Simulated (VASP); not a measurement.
# AlN in VASP: single point with PBE

Aim: the single point of AlN with PBE.

Program: VASP 6.6.1. These are calculated values, not measurements. Logs are shortened: lines on timing, memory, paths and dates and some standing lists are left out, and cuts for length are marked.

### Step 1. The cell of the first run

The cell holds a wire or tube with vacuum around it, 12 atoms: a = 13.700 Å, b = 17.000 Å, c = 3.709 Å, α = 90.00°, β = 90.00°, γ = 90.00°.

### Step 2. Single point, PBE, collinear spin, ferromagnetic start

Contents of INCAR:

```
  PREC = Accurate
  ENCUT = 520
  EDIFF = 1E-7
  ISMEAR = 0
  SIGMA = 0.05
  LREAL = F
  LASPH = T
  NELM = 150
  ALGO = Normal
  ISIF = 2
  LWAVE = F
  LCHARG = F
  ISPIN = 2
  MAGMOM = 0.3 0.3 0.3 0.3 0.3 0.3 0.3 0.3 0.3 0.3 0.3 0.3
  LORBIT = 11
  GGA = PE
  NBANDS = 40
```

Contents of KPOINTS:

```
Automatic mesh
0
Gamma
  1 1 11
```

Contents of POSCAR:

```
AlN
1.0
   13.7000000000      0.0000000000      0.0000000000
    0.0000000000     17.0000000000      0.0000000000
    0.0000000000      0.0000000000      3.7092674549
Al N
6 6
Direct
    0.5466527300      0.6216586068      0.0000000000
    0.5579805490      0.4569866100      0.0000000000
    0.4420253196      0.5430038773      0.5000000000
    0.4533645194      0.3783402099      0.5000000000
    0.6465766925      0.5475326922      0.5000000000
    0.3534279022      0.4524557250      1.0000000000
    0.5439126169      0.6317429534      0.5000000000
    0.5604353685      0.4551737581      0.5000000000
    0.6592749987      0.5462105934      0.0000000000
    0.4395684945      0.5448200960      1.0000000000
    0.4560460886      0.3682528317      1.0000000000
    0.3407347200      0.4538220463      0.5000000000
```

Potentials or basis: VASP PAW PBE potentials, release 64 (Al, N).

The run is started by

```
$ cat potpaw_PBE.64/Al/POTCAR potpaw_PBE.64/N/POTCAR > POTCAR
$ mpirun -np 1 vasp_std > vasp.out
```

OUTCAR:

```text
PREC = Accurate
   ENCUT = 520
   EDIFF = 1E-7
   ISMEAR = 0
   LREAL = F
   LASPH = T
   NELM = 150
   ISIF = 2
   ISPIN = 2
   LORBIT = 11
   GGA = PE

 ion  position               nearest neighbor table
   1  0.547  0.622  0.000-   7 1.86   7 1.86  10 1.96   9 2.01   5 2.63   5 2.63   3 2.70   3 2.70
                             2 2.80
   2  0.558  0.457  0.000-   8 1.86   8 1.86  11 2.06   9 2.06  10 2.20   4 2.70   4 2.70   5 2.70
                             5 2.70   6 2.80   1 2.80   3 2.85   3 2.85
   3  0.442  0.543  0.500-  10 1.86  10 1.86   7 2.06  12 2.06   8 2.20   1 2.70   1 2.70   6 2.70
                             6 2.70   5 2.80   4 2.80   2 2.85   2 2.85
   4  0.453  0.378  0.500-  11 1.86  11 1.86   8 1.96  12 2.01   6 2.63   6 2.63   2 2.70   2 2.70
                             3 2.80
   5  0.647  0.548  0.500-   9 1.86   9 1.86   8 1.96   7 2.01   1 2.63   1 2.63   2 2.70   2 2.70
                             3 2.80
   6  0.353  0.452  0.000-  12 1.86  12 1.86  10 1.96  11 2.01   4 2.63   4 2.63   3 2.70   3 2.70
                             2 2.80
   7  0.544  0.632  0.500-   1 1.86   1 1.86   5 2.01   3 2.06
   8  0.560  0.455  0.500-   2 1.86   2 1.86   4 1.96   5 1.96   3 2.20
   9  0.659  0.546  0.000-   5 1.86   5 1.86   1 2.01   2 2.06
  10  0.440  0.545  0.000-   3 1.86   3 1.86   6 1.96   1 1.96   2 2.20
  11  0.456  0.368  0.000-   4 1.86   4 1.86   6 2.01   2 2.06
  12  0.341  0.454  0.500-   6 1.86   6 1.86   4 2.01   3 2.06

  LATTYP: Found a simple orthorhombic cell.
 ALAT       =     3.7092674549
 B/A-ratio  =     3.6934516496
 C/A-ratio  =     4.5831151856

  Lattice vectors:

 A1 = (   0.0000000000,   0.0000000000,   3.7092674549)
 A2 = (  13.7000000000,   0.0000000000,   0.0000000000)
 A3 = (   0.0000000000,  17.0000000000,   0.0000000000)

Analysis of symmetry for initial positions (statically):
=====================================================================
 Subroutine PRICEL returns:
 Original cell was already a primitive cell.

 Routine SETGRP: Setting up the symmetry group for a
 simple orthorhombic supercell.

 Subroutine GETGRP returns: Found  2 space group operations
 (whereof  2 operations were pure point group operations)
 out of a pool of  8 trial point group operations.

The static configuration has the point symmetry C_1h.

Analysis of symmetry for dynamics (positions and initial velocities):
=====================================================================
 Subroutine PRICEL returns:
 Original cell was already a primitive cell.

 Routine SETGRP: Setting up the symmetry group for a
 simple orthorhombic supercell.

 Subroutine GETGRP returns: Found  2 space group operations
 (whereof  2 operations were pure point group operations)
 out of a pool of  8 trial point group operations.

The dynamic configuration has the point symmetry C_1h.

Analysis of structural, dynamic, and magnetic symmetry:
=====================================================================
 Subroutine PRICEL returns:
 Original cell was already a primitive cell.

 Routine SETGRP: Setting up the symmetry group for a
 simple orthorhombic supercell.

 Subroutine GETGRP returns: Found  2 space group operations
 (whereof  2 operations were pure point group operations)
 out of a pool of  8 trial point group operations.

The overall configuration has the point symmetry C_1h.

 Subroutine INISYM returns: Found  2 space group operations
 (whereof  2 operations are pure point group operations),
 and found     1 'primitive' translations

----------------------------------------------------------------------------------------

                                     Primitive cell

  volume of cell :     863.8884

  direct lattice vectors                    reciprocal lattice vectors
    13.700000000  0.000000000  0.000000000     0.072992701  0.000000000  0.000000000
     0.000000000 17.000000000  0.000000000     0.000000000  0.058823529  0.000000000
     0.000000000  0.000000000  3.709267455     0.000000000  0.000000000  0.269595011

  length of vectors
    13.700000000 17.000000000  3.709267455     0.072992701  0.058823529  0.269595011

  position of ions in fractional coordinates (direct lattice)
     0.546652730  0.621658607  0.000000000
     0.557980549  0.456986610  0.000000000
     0.442025320  0.543003877  0.500000000
[... 79 lines left out ...]
   EDIFFG = 0.1E-05   stopping-criterion for IOM
   NSW    =      0    number of steps for IOM
   IBRION =     -1    ionic relax: 0-MD 1-quasi-New 2-CG
   NFREE  =      0    steps in history (QN), initial steepest desc. (CG)
   ISIF   =      2    stress and relaxation
   ISYM   =      2    0-nonsym 1-usesym 2-fastsym
   POTIM  = 0.5000    time-step for ionic-motion
   TEBEG  =    0.0;   TEEND  =   0.0 temperature during run
   PSTRESS=    0.0 pullay stress
   NELECT =      48.0000    total number of electrons
   NUPDOWN=      -1.0000    fix difference up-down
   EMIN   =  10.00;   EMAX   =-10.00  energy-range for DOS
   EFERMI =   0.00;   METHOD = LEGACY
   ISMEAR =     0;   SIGMA  =   0.05  broadening in eV -4-tet -1-fermi 0-gaus
   EFERMI_NEDOS =   21; number of points for ismear=-14 and -15
   IALGO  =     38    algorithm
   IMIX   =      4    mixing-type and parameters
     AMIX     =   0.40;   BMIX     =  1.00
     AMIX_MAG =   1.60;   BMIX_MAG =  1.00
  volume/ion in A,a.u.               =      71.99       485.82
  Fermi-wavevector in a.u.,A,eV,Ry     =   0.624697  1.180506  5.309622  0.390246
  Thomas-Fermi vector in A             =   1.685344
   LORBIT       =     11    0 simple, 1 ext, 2 COOP (PROOUT), +10 PAW based schemes
   GGA     = PE    functional components
   LHFCALC =     F    Hartree Fock is set to
   AEXX    =    0.0000 exact exchange contribution
   IVDW    =     0    specifies the selected vdW correction
   LEPSILON=     F    determine dielectric tensor
   LRPA    =     F    only Hartree local field effects (RPA)
 spin polarized calculation
 Gauss-broadening in eV      SIGMA  =   0.05
  energy-cutoff  :      520.00
  volume of cell :      863.89
 maximum number of plane-waves:     23314
 NGX is ok and might be reduce to   108
   NGX = 51   NGY = 63   NGZ = 13

 number of electron      47.9999992 magnetization       0.0000140

 number of electron      47.9999992 magnetization      -0.0000029

 Free energy of the ion-electron system (eV)
  ---------------------------------------------------
  ext. energy  EPLUGINS =         0.00000000
  ---------------------------------------------------
  free energy    TOTEN  =       -80.79074365 eV

  energy without entropy =      -80.79074365  energy(sigma->0) =      -80.79074365

 E-fermi :  -3.1023     XC(G=0):  -2.3071

 val. band max:       -3.3955874964   @ k =   0.0000   0.0000   0.0000
 cond. band min:      -0.6427864160   @ k =   0.0000   0.0000   0.0000
 fundamental gap:      2.7528010804
 Fermi energy:        -3.1022946496

 spin component 1

 k-point     1 :       0.0000    0.0000    0.0000
  band No.  band energies     occupation
      1     -19.4214      1.00000
      2     -17.8508      1.00000
      3     -17.4912      1.00000
      4     -16.4631      1.00000
      5     -16.1101      1.00000
      6     -15.6050      1.00000
[... 223 lines left out ...]
     35       3.7395      0.00000
     36       4.1569      0.00000
 Fermi energy:        -3.1022946496

 spin component 2

 k-point     1 :       0.0000    0.0000    0.0000
  band No.  band energies     occupation
      1     -19.4214      1.00000
      2     -17.8508      1.00000
      3     -17.4912      1.00000
      4     -16.4631      1.00000
      5     -16.1101      1.00000
      6     -15.6050      1.00000
[... 223 lines left out ...]
     35       3.7357      0.00000
     36       4.1552      0.00000
 [bands above 36 left out]

------------------------ aborting loop because EDIFF is reached ----------------------------------------

  FORCE on cell =-STRESS in cart. coord.  units (eV):
  Direction    XX          YY          ZZ          XY          YZ          ZX
  --------------------------------------------------------------------------------------
  -------------------------------------------------------------------------------------
  Total       -0.0863352     -0.1014183     -0.1521634     -0.0418865      0.0000000      0.0000000
  in kB       -0.1601182     -0.1880916     -0.2822040     -0.0776832      0.0000000      0.0000000
  external PRESSURE =      -0.2101379 kB  Pullay stress =       0.0000000 kB

 VOLUME and BASIS-vectors are now :
 -----------------------------------------------------------------------------
  energy-cutoff  :      520.00
  volume of cell :      863.89
      direct lattice vectors                 reciprocal lattice vectors
    13.700000000  0.000000000  0.000000000     0.072992701  0.000000000  0.000000000
     0.000000000 17.000000000  0.000000000     0.000000000  0.058823529  0.000000000
     0.000000000  0.000000000  3.709267455     0.000000000  0.000000000  0.269595011

 POSITION                                       TOTAL-FORCE (eV/Angst)
 -----------------------------------------------------------------------------------
      7.48914     10.56820      0.00000        -0.003225     -0.003278      0.000000
      7.64433      7.76877      0.00000        -0.003940      0.006123      0.000000
      6.05575      9.23107      1.85463         0.000472     -0.001447      0.000000
      6.21109      6.43178      1.85463        -0.002565      0.003938      0.000000
      8.85810      9.30806      1.85463        -0.003575      0.000995      0.000000
      4.84196      7.69175      0.00000         0.001859      0.004115      0.000000
      7.45160     10.73963      1.85463        -0.003999     -0.000907      0.000000
      7.67796      7.73795      1.85463         0.007461     -0.006577      0.000000
      9.03207      9.28558      0.00000         0.000504     -0.009354      0.000000
      6.02209      9.26194      0.00000        -0.002979      0.003759      0.000000
      6.24783      6.26030      0.00000         0.010208     -0.000643      0.000000
      4.66807      7.71497      1.85463        -0.000222      0.003276      0.000000
 -----------------------------------------------------------------------------------
    total drift:                               -0.000017     -0.000001     -0.000000

  FREE ENERGIE OF THE ION-ELECTRON SYSTEM (eV)
  ---------------------------------------------------
  free  energy   TOTEN  =       -80.7907436469 eV

  energy  without entropy=      -80.7907436469  energy(sigma->0) =      -80.79074365

 total charge

# of ion       s       p       d       tot
------------------------------------------
    1        0.360   0.413   0.000   0.773
    2        0.345   0.418   0.000   0.763
    3        0.345   0.418   0.000   0.763
    4        0.360   0.413   0.000   0.773
    5        0.360   0.413   0.000   0.773
    6        0.360   0.413   0.000   0.773
    7        1.229   2.551   0.000   3.781
    8        1.233   2.641   0.000   3.874
    9        1.229   2.551   0.000   3.781
   10        1.233   2.641   0.000   3.874
   11        1.229   2.551   0.000   3.781
   12        1.229   2.551   0.000   3.781
--------------------------------------------------
tot          9.512  17.976   0.000  27.488

 magnetization (x)

# of ion       s       p       d       tot
------------------------------------------
    1        0.000   0.000   0.000   0.000
    2       -0.000  -0.000   0.000  -0.000
    3       -0.000  -0.000   0.000  -0.000
    4        0.000   0.000   0.000   0.000
    5       -0.000  -0.000   0.000  -0.000
    6       -0.000  -0.000   0.000  -0.000
    7        0.000   0.000   0.000   0.000
    8        0.000  -0.000   0.000  -0.000
    9        0.000   0.000   0.000   0.000
   10        0.000  -0.000   0.000  -0.000
   11        0.000   0.000   0.000   0.000
   12        0.000   0.000   0.000   0.000
--------------------------------------------------
tot          0.000   0.000   0.000   0.000
```

Run time: 11 min. Hardware: 1 thread of Intel Xeon 6975P-C (Granite Rapids), shared host; peak memory 1.2 GiB.

What came out:

| Item | Value |
| --- | --- |
| Free energy | -80.7907 eV |
| Largest force | 0.010 eV/Å |
| Band gap on the k mesh | 2.75 eV |
| Net moment | 0.00 μB per cell |
| Valence electrons inside the program's atomic spheres | Al 0.77, 0.76 (each value once); N 3.78, 3.87 (each value once) |

Forces on the atoms (eV/Å):
```
Al  -0.003 -0.003  0.000
Al  -0.004  0.006  0.000
Al   0.000 -0.001  0.000
Al  -0.003  0.004  0.000
Al  -0.004  0.001  0.000
Al   0.002  0.004  0.000
N   -0.004 -0.001  0.000
N    0.007 -0.007  0.000
N    0.001 -0.009  0.000
N   -0.003  0.004  0.000
N    0.010 -0.001  0.000
N    0.000  0.003  0.000
```

Levels at points of the mesh, in eV from the valence-band top:
Spin up:
| k point | band 20 | band 21 | band 22 | band 23 | band 24 | band 25 | band 26 | band 27 | band 28 | band 29 |
| --- | --- | --- | --- | --- | --- | --- | --- | --- | --- | --- |
| (0.00, 0.00, 0.00) | -1.51 | -1.19 | -1.13 | -0.22 | 0.00 | 2.75 | 3.86 | 4.35 | 4.39 | 4.62 |
Spin down:
| k point | band 20 | band 21 | band 22 | band 23 | band 24 | band 25 | band 26 | band 27 | band 28 | band 29 |
| --- | --- | --- | --- | --- | --- | --- | --- | --- | --- | --- |
| (0.00, 0.00, 0.00) | -1.51 | -1.19 | -1.13 | -0.22 | 0.00 | 2.75 | 3.86 | 4.35 | 4.39 | 4.62 |
